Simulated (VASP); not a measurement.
Wanted: the native input for a VASP 6.6.1 run.

```yaml
Task: single point
Functional: r2SCAN
Potentials_or_basis: VASP PAW PBE potentials, release 64 (Cd, S)
Cutoff: 520 eV
k_mesh: 8 × 8 × 8
Occupations: gaussian, width 0.05 eV
Spin: no spin polarisation
Dipole_correction: no
Further_INCAR_settings: ALGO = Normal; EDIFF = 1e-06; NBANDS = 16
```

The system is CdS.

```
Cd S
1.0
     0.00000    2.74954    2.74954
     2.74954    0.00000    2.74954
     2.74954    2.74954    0.00000
Cd S
1 1
Direct
  0.99788 0.00212 0.00212
  0.50744 0.49256 0.49256
```

These files were run (other wordings do the same):

POSCAR

```
CdS
1.0
    0.0000000000      2.7495395470      2.7495395470
    2.7495395470      0.0000000000      2.7495395470
    2.7495395470      2.7495395470      0.0000000000
Cd S
1 1
Direct
   -0.0021230927      0.0021230927      0.0021230927
    0.5074443337      0.4925556663      0.4925556663
```

INCAR.step1

```
SYSTEM = CdS
PREC     = Accurate       ! precision mode
ENCUT    = 520            ! plane-wave cutoff, eV
ISMEAR   = 0              ! smearing method
SIGMA    = 0.05           ! smearing width, eV
LREAL    = .FALSE.        ! projectors in reciprocal space
LASPH    = .TRUE.         ! aspherical terms in the spheres
NELM     = 100            ! most SCF steps
NBANDS   = 16             ! bands
GGA      = PE             ! functional
ALGO     = Normal         ! electronic algorithm
EDIFF    = 1E-4           ! SCF threshold, eV
LWAVE    = .TRUE.         ! write WAVECAR
LCHARG   = .FALSE.        ! write CHGCAR
```

INCAR.step2

```
SYSTEM = CdS
PREC     = Accurate       ! precision mode
ENCUT    = 520            ! plane-wave cutoff, eV
EDIFF    = 1E-6           ! SCF threshold, eV
ISMEAR   = 0              ! smearing method
SIGMA    = 0.05           ! smearing width, eV
LREAL    = .FALSE.        ! projectors in reciprocal space
LASPH    = .TRUE.         ! aspherical terms in the spheres
NELM     = 100            ! most SCF steps
ALGO     = Normal         ! electronic algorithm
ISIF     = 2              ! what is computed and relaxed
LWAVE    = .FALSE.        ! write WAVECAR
LCHARG   = .FALSE.        ! write CHGCAR
METAGGA  = R2SCAN         ! meta-GGA
LMIXTAU  = .TRUE.       
NBANDS   = 16             ! bands
ISTART   = 1
```

KPOINTS

```
regular mesh
0
G
  8 8 8
  0 0 0
```

Potentials or basis: VASP PAW PBE potentials, release 64 (Cd, S).

The run is started by

```bash
$ cat potpaw_PBE.64/Cd/POTCAR potpaw_PBE.64/S/POTCAR > POTCAR
$ cp INCAR.step1 INCAR
$ mpirun -np 1 vasp_std > vasp.out
$ cp INCAR.step2 INCAR
$ mpirun -np 1 vasp_std > vasp.out
```

It gave:

```yaml
Pressure: -1.4 GPa
Largest_force: 0.079 eV/Å
Band_gap_on_the_k_mesh: 0.74 eV, indirect (least direct gap 2.17 eV)
```

Caveat: the PAW data sets were made with another functional, which shifts forces and pressure a little.

It took 83 s on 1 thread of Intel(R) Xeon(R) 6975P-C (Granite Rapids), with other jobs on the host, peak memory 0.19 GiB.
